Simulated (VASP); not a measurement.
# Mg (Im-3m) in VASP: further runs

Runs on Mg. Level: PBEsol. Tasks: electric field gradients.

All numbers are computed with VASP 6.6.1; they aren't measurements. Logs are shortened: lines on timing, memory, paths and dates and some standing lists are left out, and cuts for length are marked.

## (1) The cell of the first run

The structure is cubic, space group Im-3m (No. 229). Conventional cell: a = 2.982 Å, b = 2.982 Å, c = 2.982 Å, α = 90.00°, β = 90.00°, γ = 90.00°. Mg (site symmetry m-3m) has 14 Mg at 2.58 to 2.98 Å within 3.4 Å.

## (2) Electric field gradients, PBEsol (volume scaled by 1.03)

INCAR reads:

```
SYSTEM = Mg
  ALGO = Normal
  EDIFF = 1E-8
  ENCUT = 520
  GGA = PS
  ISIF = 2
  ISMEAR = -1
  LASPH = .TRUE.
  LCHARG = .FALSE.
  LEFG = .TRUE.
  LREAL = .FALSE.
  LWAVE = .FALSE.
  NBANDS = 7
  NELM = 80
  PREC = Accurate
  SIGMA = 0.05
```

KPOINTS reads:

```
k-points
0
G
  16 16 16
  0 0 0
```

POSCAR reads:

```
Mg
1.0
   -1.4911197627      1.4911197627      1.4911197627
    1.4911197627     -1.4911197627      1.4911197627
    1.4911197627      1.4911197627     -1.4911197627
Mg
1
Direct
    0.0000000000      0.0000000000      0.0000000000
```

Potentials or basis: VASP PAW PBE potentials, release 64 (Mg).

Started as:

```
$ cat potpaw_PBE.64/Mg/POTCAR > POTCAR
$ mpirun -np 1 vasp_std > vasp.out
```

OUTCAR:

```text
SYSTEM = Mg
   EDIFF = 1E-8
   ENCUT = 520
   GGA = PS
   ISIF = 2
   ISMEAR = -1
   LASPH = .TRUE.
   LREAL = .FALSE.
   NELM = 80
   PREC = Accurate

 ion  position               nearest neighbor table
   1  0.000  0.000  0.000-

  LATTYP: Found a body centered cubic cell.
 ALAT       =     2.9822395254

  Lattice vectors:

 A1 = (  -1.4911197627,   1.4911197627,   1.4911197627)
 A2 = (   1.4911197627,  -1.4911197627,   1.4911197627)
 A3 = (   1.4911197627,   1.4911197627,  -1.4911197627)

Analysis of symmetry for initial positions (statically):
=====================================================================
 Subroutine PRICEL returns:
 Original cell was already a primitive cell.

 Routine SETGRP: Setting up the symmetry group for a
 body centered cubic supercell.

 Subroutine GETGRP returns: Found 48 space group operations
 (whereof 48 operations were pure point group operations)
 out of a pool of 48 trial point group operations.

The static configuration has the point symmetry O_h .

Analysis of symmetry for dynamics (positions and initial velocities):
=====================================================================
 Subroutine PRICEL returns:
 Original cell was already a primitive cell.

 Routine SETGRP: Setting up the symmetry group for a
 body centered cubic supercell.

 Subroutine GETGRP returns: Found 48 space group operations
 (whereof 48 operations were pure point group operations)
 out of a pool of 48 trial point group operations.

The dynamic configuration has the point symmetry O_h .

 Subroutine INISYM returns: Found 48 space group operations
 (whereof 48 operations are pure point group operations),
 and found     1 'primitive' translations

----------------------------------------------------------------------------------------

                                     Primitive cell

  volume of cell :      13.2617

  direct lattice vectors                    reciprocal lattice vectors
    -1.491119763  1.491119763  1.491119763     0.000000000  0.335318472  0.335318472
     1.491119763 -1.491119763  1.491119763     0.335318472  0.000000000  0.335318472
     1.491119763  1.491119763 -1.491119763     0.335318472  0.335318472  0.000000000

  length of vectors
     2.582695189  2.582695189  2.582695189     0.474211930  0.474211930  0.474211930

  position of ions in fractional coordinates (direct lattice)
     0.000000000  0.000000000  0.000000000

  ion indices of the primitive-cell ions
   primitive index   ion index
                 1           1

----------------------------------------------------------------------------------------

 KPOINTS: k-points

Automatic generation of k-mesh.
 Grid dimensions read from file:
 generate k-points for:   16   16   16

 Generating k-lattice:

  Cartesian coordinates                     Fractional coordinates (reciprocal lattice)
     0.000000000  0.020957404  0.020957404     0.062500000  0.000000000  0.000000000
     0.020957404  0.000000000  0.020957404     0.000000000  0.062500000  0.000000000
     0.020957404  0.020957404  0.000000000     0.000000000  0.000000000  0.062500000

  Length of vectors
     0.029638246  0.029638246  0.029638246

  Shift w.r.t. Gamma in fractional coordinates (k-lattice)
     0.000000000  0.000000000  0.000000000

 Subroutine IBZKPT returns following result:
 ===========================================

 Found    145 irreducible k-points:

 Following reciprocal coordinates:
            Coordinates               Weight
  0.000000  0.000000  0.000000      1.000000
  0.062500  0.000000  0.000000     12.000000
  0.125000  0.000000  0.000000     12.000000
  0.187500  0.000000  0.000000     12.000000
  0.250000  0.000000  0.000000     12.000000
  0.312500  0.000000  0.000000     12.000000
[... 16 lines left out ...]
  0.187500  0.187500  0.000000     24.000000
  0.250000  0.187500  0.000000     48.000000
 [... further k-points ...]
   k-points           NKPTS =    145   k-points in BZ     NKDIM =    145   number of bands    NBANDS=      7
   number of dos      NEDOS =    301   number of ions     NIONS =      1
   total plane-waves  NPLWV =   8000
   dimension x,y,z NGX =    20 NGY =   20 NGZ =   20
   dimension x,y,z NGXF=    40 NGYF=   40 NGZF=   40
   ions per type =               1
   NGX,Y,Z   is equivalent  to a cutoff of  12.87, 12.87, 12.87 a.u.
   NGXF,Y,Z  is equivalent  to a cutoff of  25.75, 25.75, 25.75 a.u.
 SYSTEM =  Mg
   PREC   = accura    normal or accurate (medium, high low for compatibility)
   ISTART =      0    job   : 0-new  1-cont  2-samecut
   ICHARG =      2    charge: 1-file 2-atom 10-const
   ISPIN  =      1    spin polarized calculation?
   LNONCOLLINEAR =      F non collinear calculations
   LSORBIT =      F    spin-orbit coupling
   LASPH  =      T    aspherical Exc in radial PAW
   ENCUT  =  520.0 eV  38.22 Ry    6.18 a.u.   4.80  4.80  4.80*2*pi/ulx,y,z
   NELM   =     80;   NELMIN=  2; NELMDL= -5     # of ELM steps
   EDIFF  = 0.1E-07   stopping-criterion for ELM
   LREAL  =      F    real-space projection
   EDIFFG = 0.1E-06   stopping-criterion for IOM
   NSW    =      0    number of steps for IOM
   IBRION =     -1    ionic relax: 0-MD 1-quasi-New 2-CG
   NFREE  =      0    steps in history (QN), initial steepest desc. (CG)
   ISIF   =      2    stress and relaxation
   ISYM   =      2    0-nonsym 1-usesym 2-fastsym
   POTIM  = 0.5000    time-step for ionic-motion
   TEBEG  =    0.0;   TEEND  =   0.0 temperature during run
   PSTRESS=    0.0 pullay stress
   NELECT =       2.0000    total number of electrons
   NUPDOWN=      -1.0000    fix difference up-down
   EMIN   =  10.00;   EMAX   =-10.00  energy-range for DOS
   EFERMI =   0.00;   METHOD = LEGACY
   ISMEAR =    -1;   SIGMA  =   0.05  broadening in eV -4-tet -1-fermi 0-gaus
   EFERMI_NEDOS =   21; number of points for ismear=-14 and -15
   IALGO  =     38    algorithm
   IMIX   =      4    mixing-type and parameters
     AMIX     =   0.40;   BMIX     =  1.00
     AMIX_MAG =   1.60;   BMIX_MAG =  1.00
  volume/ion in A,a.u.               =      13.26        89.49
  Fermi-wavevector in a.u.,A,eV,Ry     =   0.871403  1.646713 10.331488  0.759343
  Thomas-Fermi vector in A             =   1.990505
   LORBIT       =      0    0 simple, 1 ext, 2 COOP (PROOUT), +10 PAW based schemes
   GGA     = PS    functional components
   LHFCALC =     F    Hartree Fock is set to
   AEXX    =    0.0000 exact exchange contribution
   IVDW    =     0    specifies the selected vdW correction
   LEPSILON=     F    determine dielectric tensor
   LRPA    =     F    only Hartree local field effects (RPA)
 non-spin polarized calculation
  energy-cutoff  :      520.00
  volume of cell :       13.26
 maximum number of plane-waves:       372
   NGX =  9   NGY =  9   NGZ =  9

 number of electron       2.0000000 magnetization

 Free energy of the ion-electron system (eV)
  ---------------------------------------------------
  ext. energy  EPLUGINS =         0.00000000
  ---------------------------------------------------
  free energy    TOTEN  =        -0.67719929 eV

  energy without entropy =       -0.67481322  energy(sigma->0) =       -0.67600626

 E-fermi :   6.2377     XC(G=0): -10.4600

 val. band max:        6.1902122956   @ k =   0.3750   0.1250   0.1250
 cond. band min:       6.2770056839   @ k =   0.3750   0.1875   0.0625
 fundamental gap:      0.0867933884
 Fermi energy:         6.2377336340

 k-point     1 :       0.0000    0.0000    0.0000
  band No.  band energies     occupation
      1      -3.4205      2.00000
      2      23.4051      0.00000
      3      23.4051      0.00000
      4      23.4051      0.00000
      5      26.1326      0.00000
      6      26.1326      0.00000
      7      27.8769      0.00000

 k-point     2 :       0.0625    0.0000    0.0000
  band No.  band energies     occupation
      1      -3.2870      2.00000
      2      22.1528      0.00000
      3      22.6932      0.00000
      4      23.2384      0.00000
      5      25.0982      0.00000
      6      25.2903      0.00000
      7      28.7511      0.00000

 k-point     3 :       0.1250    0.0000    0.0000
  band No.  band energies     occupation
      1      -2.8885      2.00000
      2      19.3984      0.00000
      3      21.3784      0.00000
      4      22.8284      0.00000
      5      24.0882      0.00000
      6      24.8602      0.00000
      7      29.7431      0.00000

 k-point     4 :       0.1875    0.0000    0.0000
  band No.  band energies     occupation
      1      -2.2308      2.00000
      2      16.5293      0.00000
      3      20.0908      0.00000
      4      22.3342      0.00000
      5      23.0242      0.00000
      6      24.7601      0.00000
      7      30.0581      0.00000

 k-point     5 :       0.2500    0.0000    0.0000
  band No.  band energies     occupation
      1      -1.3235      2.00000
      2      13.7986      0.00000
      3      18.9860      0.00000
      4      21.8653      0.00000
      5      22.1529      0.00000
      6      24.5136      0.00000
      7      30.4371      0.00000

 k-point     6 :       0.3125    0.0000    0.0000
  band No.  band energies     occupation
      1      -0.1794      2.00000
      2      11.2488      0.00000
      3      18.1089      0.00000
      4      21.4762      0.00000
      5      21.4816      0.00000
      6      24.1296      0.00000
      7      31.1950      0.00000

 k-point     7 :       0.3750    0.0000    0.0000
  band No.  band energies     occupation
      1       1.1831      2.00000
      2       8.8939      0.00000
      3      17.4758      0.00000
      4      21.0075      0.00000
      5      21.1903      0.00000
      6      23.7371      0.00000
      7      31.6560      0.00000
[... 121 lines left out ...]
 k-point    20 :       0.3125    0.1250    0.0000
  band No.  band energies     occupation
      1       1.5471      2.00000
      2       9.1635      0.00000
      3      14.7262      0.00000
      4      20.0422      0.00000
      5      22.6536      0.00000
      6      26.7501      0.00000
      7      29.4579      0.00000

 k-point    21 :       0.3750    0.1250    0.0000
  band No.  band energies     occupation
      1       3.0715      2.00000
      2       7.0770      0.00000
      3      14.3637      0.00000
      4      19.7614      0.00000
      5      22.4124      0.00000
      6      26.7184      0.00000
      7      29.9695      0.00000

 k-point    22 :       0.4375    0.1250    0.0000
  band No.  band energies     occupation
      1       4.2857      2.00000
      2       5.6754      1.99997
      3      14.2433      0.00000
      4      19.6656      0.00000
      5      22.3291      0.00000
      6      26.6878      0.00000
      7      30.2484      0.00000

 k-point    23 :       0.1875    0.1875    0.0000
  band No.  band energies     occupation
      1       0.0709      2.00000
      2      12.3509      0.00000
      3      14.3396      0.00000
      4      20.3568      0.00000
      5      23.6812      0.00000
      6      26.7075      0.00000
      7      30.4081      0.00000

 k-point    24 :       0.2500    0.1875    0.0000
  band No.  band energies     occupation
      1       1.3047      2.00000
      2      10.4335      0.00000
      3      13.2099      0.00000
      4      19.7735      0.00000
      5      23.7338      0.00000
      6      27.1310      0.00000
      7      30.2453      0.00000

 [... further k-points ...]

------------------------ aborting loop because EDIFF is reached ----------------------------------------

  FORCE on cell =-STRESS in cart. coord.  units (eV):
  Direction    XX          YY          ZZ          XY          YZ          ZX
  --------------------------------------------------------------------------------------
  -------------------------------------------------------------------------------------
  Total        4.5443669      4.5443669      4.5443669      0.0000000     -0.0000000      0.0000000
  in kB      549.0177734    549.0177734    549.0177734      0.0000000     -0.0000000      0.0000000
  external PRESSURE =     549.0177734 kB  Pullay stress =       0.0000000 kB

 VOLUME and BASIS-vectors are now :
 -----------------------------------------------------------------------------
  energy-cutoff  :      520.00
  volume of cell :       13.26
      direct lattice vectors                 reciprocal lattice vectors
    -1.491119763  1.491119763  1.491119763     0.000000000  0.335318472  0.335318472
     1.491119763 -1.491119763  1.491119763     0.335318472  0.000000000  0.335318472
     1.491119763  1.491119763 -1.491119763     0.335318472  0.335318472  0.000000000

 POSITION                                       TOTAL-FORCE (eV/Angst)
 -----------------------------------------------------------------------------------
      0.00000      0.00000      0.00000         0.000000      0.000000      0.000000
 -----------------------------------------------------------------------------------
    total drift:                                0.000000      0.000000     -0.000000

  FREE ENERGIE OF THE ION-ELECTRON SYSTEM (eV)
  ---------------------------------------------------
  free  energy   TOTEN  =        -0.6771992939 eV

  energy  without entropy=       -0.6748132188  energy(sigma->0) =       -0.67600626

 Electric field gradients (V/A^2)
---------------------------------------------------------------------
 ion       V_xx      V_yy      V_zz      V_xy      V_xz      V_yz
---------------------------------------------------------------------
   1      -0.000     0.000     0.000    -0.000    -0.000    -0.000
---------------------------------------------------------------------

 Electric field gradients after diagonalization (V/A^2)
 (convention: |V_zz| > |V_xx| > |V_yy|)
----------------------------------------------------------------------
 ion       V_xx      V_yy      V_zz     asymmetry (V_yy - V_xx)/ V_zz
----------------------------------------------------------------------
   1       0.000     0.000    -0.000       0.000
----------------------------------------------------------------------

           NMR quadrupolar parameters

 Cq : quadrupolar parameter    Cq=e*Q*V_zz/h
 eta: asymmetry parameters     (V_yy - V_xx)/ V_zz
 Q  : nuclear electric quadrupole moment in mb (millibarn)
----------------------------------------------------------------------
 ion       Cq(MHz)       eta       Q (mb)
----------------------------------------------------------------------
   1      -0.000       0.000       1.000
----------------------------------------------------------------------
```

Run time: 9.2 s. Hardware: 1 thread of Intel Xeon Platinum 8259CL at 2.50GHz (Skylake/Cascade Lake), shared host; peak memory 0.13 GiB.

What came out:

```
Free energy            : -0.6772 eV
Pressure               : 54.9 GPa
Band gap on the k mesh : zero (band 1 reaches 10.18 eV, above the bottom of band 2 at 5.33 eV)
```

Levels at points of the mesh, in eV from the Fermi level:
```
           k point  band 1  band 2  band 3  band 4
(0.00, 0.00, 0.00)   -9.66   17.17   17.17   17.17
(0.50, 0.00, 0.00)   -2.28   -0.91   10.73   14.39
(0.50, 0.50, 0.50)    3.94    3.94    6.02    6.02
```

Caveat: without QUAD_EFG the Cq values of the log hold for a quadrupole moment of 1 mb, not for the nuclei; the PAW data sets were made with another functional, which shifts forces and pressure a little.

(Part 1 of 2 ends here.)
